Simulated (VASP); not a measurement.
BaS: relaxation of cell and atoms with LDA

BaS:

```
CELL_PARAMETERS angstrom
0.00000 3.19375 3.19375
3.19375 0.00000 3.19375
3.19375 3.19375 0.00000
ATOMIC_POSITIONS crystal
Ba 0.00000 0.00000 0.00000
S 0.50000 0.50000 0.50000
```

```json
{
  "Program": "VASP 6.6.1",
  "Task": "relaxation of cell and atoms",
  "Functional": "LDA",
  "Potentials or basis": "VASP PAW LDA potentials, release 64 (Ba_sv, S)",
  "Cutoff": "500 eV",
  "k mesh": "8 × 8 × 8",
  "Occupations": "gaussian, width 0.02 eV",
  "Spin": "no spin polarisation",
  "Dipole correction": "no",
  "Further INCAR settings": "ALGO = Normal; EDIFF = 1e-07; IBRION = 2; EDIFFG = -0.005; NSW = 100; ISIF = 3"
}
```

```yaml
Relaxed_volume: 31.30 Å³/atom
Relaxed_cell: a = 4.457 Å, b = 4.457 Å, c = 4.457 Å, α = 60.00°, β = 60.00°, γ = 60.00°
Space_group_after_relaxing_to_0.05_Å: Fm-3m (No. 225)
Energy_gained_by_relaxing: 7.6 meV/atom
Ionic_steps: 3
Pressure_after_relaxing: 0.0 GPa
Band_gap_on_the_k_mesh: 1.83 eV, indirect (least direct gap 1.94 eV)
```

The path:
```
step  energy change (eV)  largest force (eV/Å)  pressure (GPa)  volume (Å³)
   1              0.0000                0.0000           -1.85        65.15
   2             -0.0131                0.0000            0.77        61.68
   3             -0.0153                0.0000            0.00        62.59
```

Final structure:
```
CELL_PARAMETERS angstrom
0.00000 3.15136 3.15136
3.15136 0.00000 3.15136
3.15136 3.15136 0.00000
ATOMIC_POSITIONS crystal
Ba 0.00000 0.00000 0.00000
S 0.50000 0.50000 0.50000
```

Levels at points of the mesh, in eV from the valence-band top:
```tsv
k point	band 4	band 5	band 6	band 7	band 8	band 9	band 10	band 11	band 12
(0.00, 0.00, 0.00)	-10.95	-10.38	0.00	0.00	0.00	3.51	3.70	3.70	3.70
(0.50, 0.00, 0.00)	-10.99	-8.92	-2.11	-1.20	-1.20	5.53	5.59	6.33	6.33
(0.50, 0.50, 0.00)	-11.18	-10.29	-0.49	-0.12	-0.12	1.83	5.96	6.08	7.62
```

Wall time 29 s on 1 thread of Intel(R) Xeon(R) 6975P-C (Granite Rapids) (shared host), peak memory 0.18 GiB.

Caveat: spin-orbit coupling is left out, which moves the levels of the heavy elements. A k mesh can miss the band edges.
